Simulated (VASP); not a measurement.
Here is a VASP 6.6.1 calculation.

The input INCAR:

```
PREC = Accurate
ENCUT = 520
EDIFF = 1E-6
ISMEAR = -1
SIGMA = 0.05
LREAL = False
LASPH = True
NELM = 100
ALGO = Normal
ISIF = 2
LWAVE = False
LCHARG = False
GGA = CA
NBANDS = 18
```

The input KPOINTS:

```
Automatic mesh
0
Gamma
  7 7 7
```

POSCAR

```
Sb
1.0
   -4.0830431818      4.0830431818      2.0521409013
    4.0830431818     -4.0830431818      2.0521409013
    4.0830431818      4.0830431818     -2.0521409013
Sb
4
Direct
    0.6512630600      0.1512630600      0.8025261200
    0.1512630600      0.3487369400      0.5000000000
    0.3487369400      0.8487369400      0.1974738800
    0.8487369400      0.6512630600      0.5000000000
```

Potentials or basis: VASP PAW LDA potentials, release 64 (Sb).

Run with:

```console
$ cat potpaw_LDA.64/Sb/POTCAR > POTCAR
$ mpirun -np 1 vasp_std > vasp.out
```

Predict the band gap on the k mesh.

zero (band 10 reaches 6.13 eV, above the bottom of band 11 at 4.62 eV).

Estimate the largest force.

0.100 eV/Å.

Stress tensor (GPa, compression positive):
```
-3.12  0.00  0.00
 0.00 -3.12  0.00
 0.00  0.00 -3.89
```

Caveat: spin-orbit coupling is left out, which moves the levels of the heavy elements.
